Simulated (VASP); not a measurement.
# MgO (P6_3mc) in VASP: notebook, part 2 of 2

VASP 6.6.1. The steps go on from the part before.

## Step 3: Single point, PBE

This run uses another cell than the first one, of 14.06 Å³/atom, 1.008 times its volume.

The input, INCAR:

```
SYSTEM = MgO
ALGO = Normal
EDIFF = 1E-6
ENCUT = 520
GGA = PE
ISIF = 2
ISMEAR = 0
LASPH = .True.
LCHARG = .False.
LREAL = .False.
LWAVE = .False.
NBANDS = 16
NELM = 100
PREC = Accurate
SIGMA = 0.05
```

The input, KPOINTS:

```
k-points
0
Gamma
  9 9 6
  0 0 0
```

The input, POSCAR:

```
MgO
1.0
    3.4700000000      0.0000000000      0.0000000000
   -1.7350000000      3.0051081511      0.0000000000
    0.0000000000      0.0000000000      5.3947000000
Mg O
2 2
Direct
    0.3333333333      0.6666666667      0.0063188013
    0.6666666667      0.3333333333      0.5063188013
    0.3333333333      0.6666666667      0.3982811987
    0.6666666667      0.3333333333      0.8982811987
```

Potentials or basis: VASP PAW PBE potentials, release 64 (Mg, O).

On the command line:

```
$ cat potpaw_PBE.64/Mg/POTCAR potpaw_PBE.64/O/POTCAR > POTCAR
$ mpirun -np 1 vasp_std > vasp.out
```

OUTCAR:

```text
SYSTEM = MgO
   EDIFF = 1E-6
   ENCUT = 520
   GGA = PE
   ISIF = 2
   ISMEAR = 0
   LASPH = .True.
   LREAL = .False.
   NELM = 100
   PREC = Accurate

 ion  position               nearest neighbor table
   1  0.333  0.667  0.006-   4 2.09   4 2.09   4 2.09   3 2.11   2 3.36   2 3.36   2 3.36   2 3.36
                             2 3.36   2 3.36
   2  0.667  0.333  0.506-   3 2.09   3 2.09   3 2.09   4 2.11   1 3.36   1 3.36   1 3.36   1 3.36
                             1 3.36   1 3.36
   3  0.333  0.667  0.398-   2 2.09   2 2.09   2 2.09   1 2.11
   4  0.667  0.333  0.898-   1 2.09   1 2.09   1 2.09   2 2.11

  LATTYP: Found a hexagonal cell.
 ALAT       =     3.4700000000
 C/A-ratio  =     1.5546685879

  Lattice vectors:

 A1 = (   3.4700000000,   0.0000000000,   0.0000000000)
 A2 = (  -1.7350000000,   3.0051081511,   0.0000000000)
 A3 = (   0.0000000000,   0.0000000000,   5.3947000000)

Analysis of symmetry for initial positions (statically):
=====================================================================
 Subroutine PRICEL returns:
 Original cell was already a primitive cell.

 Routine SETGRP: Setting up the symmetry group for a
 hexagonal supercell.

 Subroutine GETGRP returns: Found 12 space group operations
 (whereof  6 operations were pure point group operations)
 out of a pool of 24 trial point group operations.

The static configuration has the point symmetry C_3v.
 The point group associated with its full space group is C_6v.

Analysis of symmetry for dynamics (positions and initial velocities):
=====================================================================
 Subroutine PRICEL returns:
 Original cell was already a primitive cell.

 Routine SETGRP: Setting up the symmetry group for a
 hexagonal supercell.
[... 122 lines left out ...]
   NUPDOWN=      -1.0000    fix difference up-down
   EMIN   =  10.00;   EMAX   =-10.00  energy-range for DOS
   EFERMI =   0.00;   METHOD = LEGACY
   ISMEAR =     0;   SIGMA  =   0.05  broadening in eV -4-tet -1-fermi 0-gaus
   EFERMI_NEDOS =   21; number of points for ismear=-14 and -15
   IALGO  =     38    algorithm
   IMIX   =      4    mixing-type and parameters
     AMIX     =   0.40;   BMIX     =  1.00
     AMIX_MAG =   1.60;   BMIX_MAG =  1.00
  volume/ion in A,a.u.               =      14.06        94.91
  Fermi-wavevector in a.u.,A,eV,Ry     =   1.076620  2.034517 15.770664  1.159111
  Thomas-Fermi vector in A             =   2.212510
   LORBIT       =      0    0 simple, 1 ext, 2 COOP (PROOUT), +10 PAW based schemes
   GGA     = PE    functional components
   LHFCALC =     F    Hartree Fock is set to
   AEXX    =    0.0000 exact exchange contribution
   IVDW    =     0    specifies the selected vdW correction
   LEPSILON=     F    determine dielectric tensor
   LRPA    =     F    only Hartree local field effects (RPA)
 non-spin polarized calculation
 Gauss-broadening in eV      SIGMA  =   0.05
  energy-cutoff  :      520.00
  volume of cell :       56.25
 maximum number of plane-waves:      1538
 NGX is ok and might be reduce to    28
   NGX = 13   NGY = 13   NGZ = 21

 number of electron      15.9999993 magnetization

 Free energy of the ion-electron system (eV)
  ---------------------------------------------------
  ext. energy  EPLUGINS =         0.00000000
  ---------------------------------------------------
  free energy    TOTEN  =       -23.19601302 eV

  energy without entropy =      -23.19601302  energy(sigma->0) =      -23.19601302

 E-fermi :   0.4642     XC(G=0):  -9.0133

 val. band max:        0.1844791619   @ k =   0.0000   0.0000   0.0000
 cond. band min:       2.8621435205   @ k =   0.0000   0.0000   0.0000
 fundamental gap:      2.6776643586
 Fermi energy:         0.4642303631

 k-point     1 :       0.0000    0.0000    0.0000
  band No.  band energies     occupation
      1     -15.4818      2.00000
      2     -14.9645      2.00000
      3      -2.5527      2.00000
      4      -0.3370      2.00000
      5      -0.3370      2.00000
      6      -0.0722      2.00000
[... 433 lines left out ...]
      3      -1.9558      2.00000
      4      -1.6572      2.00000
      5      -1.6572      2.00000
      6      -0.9713      2.00000
[... 8 lines left out ...]
     15      12.6089      0.00000
     16      15.3150      0.00000

 [... further k-points ...]
[... 5 lines left out ...]
  --------------------------------------------------------------------------------------
  -------------------------------------------------------------------------------------
  Total       -4.5530821     -4.5530821     -4.2950668      0.0000000      0.0000000      0.0000000
  in kB     -129.6758737   -129.6758737   -122.3273666      0.0000000      0.0000000      0.0000000
  external PRESSURE =    -127.2263714 kB  Pullay stress =       0.0000000 kB

 VOLUME and BASIS-vectors are now :
 -----------------------------------------------------------------------------
  energy-cutoff  :      520.00
  volume of cell :       56.25
      direct lattice vectors                 reciprocal lattice vectors
     3.470000000  0.000000000  0.000000000     0.288184438  0.166383363  0.000000000
    -1.735000000  3.005108151  0.000000000     0.000000000  0.332766726  0.000000000
     0.000000000  0.000000000  5.394700000     0.000000000  0.000000000  0.185367120

 POSITION                                       TOTAL-FORCE (eV/Angst)
 -----------------------------------------------------------------------------------
     -0.00000      2.00341      0.03409        -0.000000      0.000000      0.100442
      1.73500      1.00170      2.73144         0.000000     -0.000000      0.100442
     -0.00000      2.00341      2.14861        -0.000000      0.000000     -0.100442
      1.73500      1.00170      4.84596         0.000000      0.000000     -0.100442
 -----------------------------------------------------------------------------------
    total drift:                               -0.000000      0.000000     -0.001181

  FREE ENERGIE OF THE ION-ELECTRON SYSTEM (eV)
  ---------------------------------------------------
  free  energy   TOTEN  =       -23.1960130247 eV

  energy  without entropy=      -23.1960130247  energy(sigma->0) =      -23.19601302
```

stdout:

```text
POSCAR found type information on POSCAR MgO
 POSCAR found :  2 types and       4 ions
 scaLAPACK will be used
 LDA part: xc-table for (Slater+PW92), standard interpolation
 POSCAR, INCAR and KPOINTS ok, starting setup
 FFT: planning ... GRIDC
 FFT: planning ... GRID_SOFT
 FFT: planning ... GRID
 WAVECAR not read
 entering main loop
```

It took 18 s on 1 thread of Intel Xeon 6975P-C (Granite Rapids), shared host; peak memory 0.19 GiB.

Results:

```
Free energy            : -23.1960 eV
Pressure               : -12.7 GPa
Largest force          : 0.100 eV/Å
Band gap on the k mesh : 2.68 eV, direct
```

Forces on the atoms (eV/Å):
```
Mg   0.000  0.000  0.100
Mg   0.000  0.000  0.100
O    0.000  0.000 -0.100
O    0.000  0.000 -0.100
```

Stress tensor (GPa, compression positive):
```
-12.97   0.00   0.00
  0.00 -12.97   0.00
  0.00   0.00 -12.23
```

Levels at points of the mesh, in eV from the valence-band top:
```
           k point  band 4  band 5  band 6  band 7  band 8  band 9  band 10  band 11  band 12  band 13
(0.00, 0.00, 0.00)   -0.52   -0.52   -0.26   -0.26    0.00    2.68     7.34     8.92    13.15    13.15
(0.00, 0.00, 0.50)   -1.72   -0.39   -0.39   -0.39   -0.39    4.99     4.99    11.64    11.64    13.53
```

A k mesh can miss the band edges.

## Step 4: Single point, PBE

This run uses another cell than the first one, of 14.33 Å³/atom, 1.027 times its volume.

The input, INCAR:

```
SYSTEM = MgO
ALGO = Normal ; EDIFF = 1E-7
ENCUT = 520 ; GGA = PE
ISIF = 2 ; ISMEAR = 0
LASPH = .TRUE. ; LCHARG = .FALSE.
LREAL = .FALSE. ; LWAVE = .FALSE.
NBANDS = 16 ; NELM = 100
PREC = Accurate ; SIGMA = 0.05
```

The input, KPOINTS:

```
k-points
0
G
  9 9 6
  0 0 0
```

The input, POSCAR:

```
MgO
1.0
    3.5474000000      0.0000000000      0.0000000000
   -1.7737000000      3.0721385174      0.0000000000
    0.0000000000      0.0000000000      5.2581000000
Mg O
2 2
Direct
    0.3333333333      0.6666666667      0.0063188013
    0.6666666667      0.3333333333      0.5063188013
    0.3333333333      0.6666666667      0.3982811987
    0.6666666667      0.3333333333      0.8982811987
```

On the command line:

```
$ cat potpaw_PBE.64/Mg/POTCAR potpaw_PBE.64/O/POTCAR > POTCAR
$ mpirun -np 1 vasp_std > vasp.out
```

Run time: 21 s. Hardware: 1 thread of Intel Xeon 6975P-C (Granite Rapids), shared host; peak memory 0.19 GiB.

It converged, with:

```
Free energy            : -23.0718 eV
Pressure               : -13.9 GPa
Largest force          : 0.088 eV/Å
Band gap on the k mesh : 2.54 eV, direct
```

Forces on the atoms (eV/Å):
```
Mg   0.000  0.000 -0.088
Mg   0.000  0.000 -0.088
O    0.000  0.000  0.088
O    0.000  0.000  0.088
```

Stress tensor (GPa, compression positive):
```
-15.81   0.00   0.00
  0.00 -15.81   0.00
  0.00   0.00  -9.96
```

Levels at points of the mesh, in eV from the valence-band top:
```
           k point  band 5  band 6  band 7  band 8  band 9  band 10  band 11  band 12
(0.00, 0.00, 0.00)   -0.63   -0.31   -0.31    0.00    2.54     7.11     9.04    12.58
(0.00, 0.00, 0.50)   -0.47   -0.47   -0.47   -0.47    4.87     4.87    11.75    11.75
```

A k mesh can miss the band edges. PBE gaps usually lie below the measured ones, often by a third to a half.

## Step 5: Single point, PBE

This run uses another cell than the first one, of 14.42 Å³/atom, 1.033 times its volume.

The input, INCAR:

```
SYSTEM = MgO
  PREC = Accurate
  ENCUT = 520
  EDIFF = 1E-6
  ISMEAR = 0
  SIGMA = 0.05
  LREAL = .False.
  LASPH = .True.
  NELM = 80
  ALGO = Normal
  ISIF = 2
  LWAVE = .False.
  LCHARG = .False.
  GGA = PE
  NBANDS = 16
```

The input, KPOINTS:

```
Automatic mesh
0
Gamma
  9 9 6
  0 0 0
```

The input, POSCAR:

```
MgO
1.0
    3.4700000000      0.0000000000      0.0000000000
   -1.7350000000      3.0051081511      0.0000000000
    0.0000000000      0.0000000000      5.5313000000
Mg O
2 2
Direct
    0.3333333333      0.6666666667      0.0063188013
    0.6666666667      0.3333333333      0.5063188013
    0.3333333333      0.6666666667      0.3982811987
    0.6666666667      0.3333333333      0.8982811987
```

On the command line:

```
$ cat potpaw_PBE.64/Mg/POTCAR potpaw_PBE.64/O/POTCAR > POTCAR
$ mpirun -np 1 vasp_std > vasp.out
```

Run time: 18 s. Hardware: 1 thread of Intel Xeon 6975P-C (Granite Rapids), shared host; peak memory 0.19 GiB.

Results (log left out):

- Free energy: -23.0759 eV
- Pressure: -13.9 GPa
- Largest force: 0.159 eV/Å
- Band gap on the k mesh: 2.59 eV, direct

Forces on the atoms (eV/Å):
```
Mg   0.000  0.000  0.159
Mg   0.000  0.000  0.159
O    0.000  0.000 -0.159
O    0.000  0.000 -0.159
```

Stress tensor (GPa, compression positive):
```
-13.44   0.00   0.00
  0.00 -13.44   0.00
  0.00   0.00 -14.91
```

Levels at points of the mesh, in eV from the valence-band top:
| k point | band 5 | band 6 | band 7 | band 8 | band 9 | band 10 | band 11 | band 12 |
| --- | --- | --- | --- | --- | --- | --- | --- | --- |
| (0.00, 0.00, 0.00) | -0.44 | -0.21 | -0.21 | 0.00 | 2.59 | 7.23 | 8.63 | 13.21 |
| (0.00, 0.00, 0.50) | -0.33 | -0.33 | -0.33 | -0.33 | 4.86 | 4.86 | 11.31 | 11.31 |

## Step 6: Summary

```tsv
cell	gap on the mesh (eV)	pressure (GPa)	largest force (eV/Å)
a = 3.547, b = 3.547, c = 5.122 Å, angles 90.0, 90.0, 120.0°, 4 atoms	2.63	-12.1	0.32
a = 3.470, b = 3.470, c = 5.395 Å, angles 90.0, 90.0, 120.0°, 4 atoms	2.68	-12.7	0.10
a = 3.547, b = 3.547, c = 5.258 Å, angles 90.0, 90.0, 120.0°, 4 atoms	2.54	-13.9	0.09
a = 3.470, b = 3.470, c = 5.531 Å, angles 90.0, 90.0, 120.0°, 4 atoms	2.59	-13.9	0.16
```

Alike in all rows: task single point; level PBE; potentials or basis VASP PAW PBE potentials, release 64 (Mg, O); no spin polarisation; k mesh 9 × 9 × 6; cutoff (eV) 520; smearing gaussian 0.05 eV.

Total energies depend on the potentials used, so only differences within one code and one set of settings carry meaning.
